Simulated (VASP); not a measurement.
# HfZrS3 (P4/mmm) in VASP: notebook, part 2 of 2

VASP 6.6.1. Earlier steps stand in the parts before.

### Step 5. Relaxation of cell and atoms, PBE

INCAR

```
SYSTEM = HfZrS3
ALGO = Normal ; EDIFF = 1E-6
EDIFFG = -0.04 ; ENCUT = 600
GGA = PE ; IBRION = 2
ISIF = 3 ; ISMEAR = 0
LASPH = .TRUE. ; LCHARG = .FALSE.
LREAL = .FALSE. ; LWAVE = .FALSE.
NELM = 100 ; NSW = 90
PREC = Accurate ; SIGMA = 0.1
```

KPOINTS

```
k-points
0
G
  4 4 6
  0 0 0
```

POSCAR

```
HfZrS3
1.0
    5.8202224200      0.0000000000      0.0000000000
    0.0000000000      5.8202224200      0.0000000000
    0.0000000000      0.0000000000      3.6755150200
Zr Hf S
1 1 3
Direct
    0.0000000000      0.0000000000      0.5000000000
    0.5000000000      0.5000000000      0.5000000000
    0.0000000000      0.5000000000      0.5000000000
    0.5000000000      0.0000000000      0.5000000000
    0.0000000000      0.0000000000      0.0000000000
```

On the command line:

```sh
$ cat potpaw_PBE.64/Zr_sv/POTCAR potpaw_PBE.64/Hf_pv/POTCAR potpaw_PBE.64/S/POTCAR > POTCAR
$ mpirun -np 1 vasp_std > vasp.out
```

Wall time 4.6 min (1 thread of Intel Xeon 6975P-C (Granite Rapids), shared host); peak memory 0.33 GiB.

It converged, with:

```yaml
Free_energy: -35.5177 eV
Relaxed_volume: 25.55 Å³/atom
Relaxed_cell: a = 5.095 Å, b = 5.095 Å, c = 4.921 Å, α = 90.00°, β = 90.00°, γ = 90.00°
Space_group_after_relaxing_to_0.1_Å: P4/mmm (No. 123)
Energy_gained_by_relaxing: 2213.3 meV/atom
Ionic_steps: 9
Pressure_after_relaxing: 0.1 GPa
Band_gap_on_the_k_mesh: zero (bands 20 and 21 overlap by 1.66 eV)
```

The path:
```csv
step,energy change (eV),largest force (eV/Å),pressure (GPa),volume (Å³)
1,0.0000,0.0000,18.09,124.51
2,-9.2465,0.0000,-5.35,156.56
3,-10.4331,0.0000,-8.71,146.83
4,-10.4295,0.0000,-8.62,146.50
5,-10.4177,0.0000,-8.45,145.97
6,-10.8128,0.0000,7.23,119.93
7,-11.0632,0.0000,-0.40,128.73
8,-11.0631,0.0000,-0.17,128.39
9,-11.0663,0.0000,0.11,127.75
```

Final structure:
```cif
data_structure
_symmetry_space_group_name_H-M 'P 1'
_symmetry_Int_Tables_number 1
_cell_length_a 5.0949
_cell_length_b 5.0949
_cell_length_c 4.9212
_cell_angle_alpha 90.000
_cell_angle_beta 90.000
_cell_angle_gamma 90.000
_cell_volume 127.75
loop_
_atom_site_label
_atom_site_type_symbol
_atom_site_fract_x
_atom_site_fract_y
_atom_site_fract_z
_atom_site_occupancy
Zr1 Zr 0.00000 0.00000 0.50000 1
Hf1 Hf 0.50000 0.50000 0.50000 1
S1 S 0.00000 0.50000 0.50000 1
S2 S 0.50000 0.00000 0.50000 1
S3 S 0.00000 0.00000 0.00000 1
```

Levels at points of the mesh, in eV from the Fermi level:
| k point | band 16 | band 17 | band 18 | band 19 | band 20 | band 21 | band 22 | band 23 | band 24 |
| --- | --- | --- | --- | --- | --- | --- | --- | --- | --- |
| (0.00, 0.00, 0.00) | -2.49 | -2.13 | -1.09 | -1.09 | -1.09 | -0.65 | -0.43 | -0.43 | 1.26 |
| (0.50, 0.00, 0.00) | -3.56 | -2.03 | -1.48 | -1.12 | 0.04 | 0.21 | 0.42 | 1.44 | 1.51 |
| (0.50, 0.50, 0.00) | -3.93 | -2.03 | -1.82 | -1.82 | -0.36 | 1.67 | 1.67 | 2.33 | 2.40 |
| (0.00, 0.00, 0.50) | -2.78 | -2.77 | -2.76 | -2.76 | -2.09 | 0.46 | 0.46 | 0.50 | 0.95 |
| (0.50, 0.00, 0.50) | -4.14 | -3.66 | -2.61 | -0.67 | 0.11 | 0.94 | 1.54 | 2.00 | 2.21 |
| (0.50, 0.50, 0.50) | -4.78 | -4.34 | -0.92 | -0.92 | 1.01 | 1.40 | 2.16 | 2.16 | 2.43 |

Caveat: a cell axis changed by over 15 % at a fixed basis, so the end point is rough; spin-orbit coupling is left out, which moves the levels of the heavy elements.

### Step 6. Single point, PBE, collinear spin

This run uses another cell than the first one, of 25.63 Å³/atom.

INCAR

```
SYSTEM = HfZrS3
  ALGO = Normal
  EDIFF = 1E-6
  ENCUT = 520
  GGA = PE
  ISIF = 2
  ISMEAR = 0
  ISPIN = 2
  LASPH = .TRUE.
  LCHARG = .FALSE.
  LMAXMIX = 4
  LORBIT = 11
  LREAL = .FALSE.
  LWAVE = .FALSE.
  MAGMOM = 1 0 0 0 0
  NBANDS = 32
  NELM = 150
  PREC = Accurate
  SIGMA = 0.1
```

KPOINTS

```
k-points
0
G
  4 4 4
  0 0 0
```

Changes to POSCAR since step 5:

```diff
@@ -2,5 +2,5 @@
 1.0
-    5.8202224200      0.0000000000      0.0000000000
-    0.0000000000      5.8202224200      0.0000000000
-    0.0000000000      0.0000000000      3.6755150200
+    5.1046179585      0.0000000000      0.0000000000
+    0.0000000000      5.1046179585      0.0000000000
+    0.0000000000      0.0000000000      4.9182921820
 Zr Hf S
```

Potentials or basis: VASP PAW PBE potentials, release 64 (Zr_sv, Hf_pv, S).

On the command line:

```sh
$ cat potpaw_PBE.64/Zr_sv/POTCAR potpaw_PBE.64/Hf_pv/POTCAR potpaw_PBE.64/S/POTCAR > POTCAR
$ mpirun -np 1 vasp_std > vasp.out
```

Wall time 71 s (1 thread of Intel Xeon 6975P-C (Granite Rapids), shared host); peak memory 0.35 GiB.

Results (log left out):

| Property | Result |
| --- | --- |
| Free energy | -35.6149 eV |
| Pressure | 0.1 GPa |
| Net moment | -0.80 μB per cell |
| Site moments | Zr -0.01; Hf -0.43; S +0.01, -0.02 (each value once) μB |
| Valence electrons inside the program's atomic spheres | Zr 9.76; Hf 8.02; S 3.79, 3.77 (each value once) |

Stress tensor (GPa, compression positive):
```
-0.29  0.00  0.00
 0.00 -0.29  0.00
 0.00  0.00  0.75
```

Levels at points of the mesh, in eV from the Fermi level:
Spin up:
```csv
k point,band 16,band 17,band 18,band 19,band 20,band 21,band 22,band 23
"(0.00, 0.00, 0.00)",-2.41,-2.00,-0.97,-0.96,-0.96,-0.26,-0.26,0.18
"(0.50, 0.00, 0.00)",-3.46,-1.82,-1.34,-0.99,0.31,0.72,0.85,1.57
"(0.50, 0.50, 0.00)",-3.81,-1.89,-1.68,-1.68,0.54,1.84,1.84,2.47
"(0.00, 0.00, 0.50)",-2.69,-2.69,-2.65,-2.65,-1.96,0.62,0.75,0.75
"(0.50, 0.00, 0.50)",-4.04,-3.54,-2.49,-0.56,0.41,1.58,1.61,1.76
"(0.50, 0.50, 0.50)",-4.66,-4.22,-0.79,-0.79,1.84,1.95,2.42,2.42
```
Spin down:
| k point | band 16 | band 17 | band 18 | band 19 | band 20 | band 21 | band 22 | band 23 | band 24 | band 25 |
| --- | --- | --- | --- | --- | --- | --- | --- | --- | --- | --- |
| (0.00, 0.00, 0.00) | -2.39 | -2.06 | -1.11 | -0.98 | -0.98 | -0.98 | -0.41 | -0.41 | 0.54 | 1.25 |
| (0.50, 0.00, 0.00) | -3.45 | -2.04 | -1.37 | -1.01 | -0.35 | 0.30 | 0.35 | 1.46 | 1.57 | 1.98 |
| (0.50, 0.50, 0.00) | -3.83 | -1.91 | -1.71 | -1.71 | -0.85 | 1.67 | 1.67 | 2.35 | 2.45 | 2.72 |
| (0.00, 0.00, 0.50) | -2.69 | -2.69 | -2.69 | -2.67 | -2.02 | 0.40 | 0.40 | 0.44 | 0.55 | 2.16 |
| (0.50, 0.00, 0.50) | -4.06 | -3.58 | -2.51 | -0.57 | 0.04 | 0.44 | 1.48 | 1.60 | 2.01 | 2.13 |
| (0.50, 0.50, 0.50) | -4.69 | -4.23 | -0.84 | -0.84 | 0.50 | 1.17 | 2.09 | 2.09 | 2.46 | 2.48 |

Caveat: spin-orbit coupling is left out, which moves the levels of the heavy elements.

### Step 7. Summary

```tsv
task	spin	cell	k mesh	cutoff (eV)	gap on the mesh (eV)	pressure (GPa)
single point	off	a = 5.820, b = 5.820, c = 3.676 Å, 5 atoms	4 × 4 × 6	520	none	18.1
single point	off	a = 5.105, b = 5.105, c = 4.918 Å, 5 atoms	4 × 4 × 6	520	none	-0.2
single point	off	a = 5.113, b = 5.113, c = 4.898 Å, 5 atoms	8 × 8 × 8	520	none	-0.2
relaxation of cell and atoms	off	relaxed from a = 5.820, b = 5.820, c = 3.676 Å, 5 atoms	4 × 4 × 6	600	none	0.1
single point	collinear	a = 5.105, b = 5.105, c = 4.918 Å, 5 atoms	4 × 4 × 4	520	none	0.1
```

Alike in all rows: level PBE; potentials or basis VASP PAW PBE potentials, release 64 (Zr_sv, Hf_pv, S); smearing gaussian 0.1 eV.

Caveats: spin-orbit coupling is left out, which moves the levels of the heavy elements; the cell stands under pressure (at least some runs); a cell axis changed by over 15 % at a fixed basis, so the end point is rough (at least some runs).

Total energies depend on the potentials used, so only differences within one code and one set of settings carry meaning.
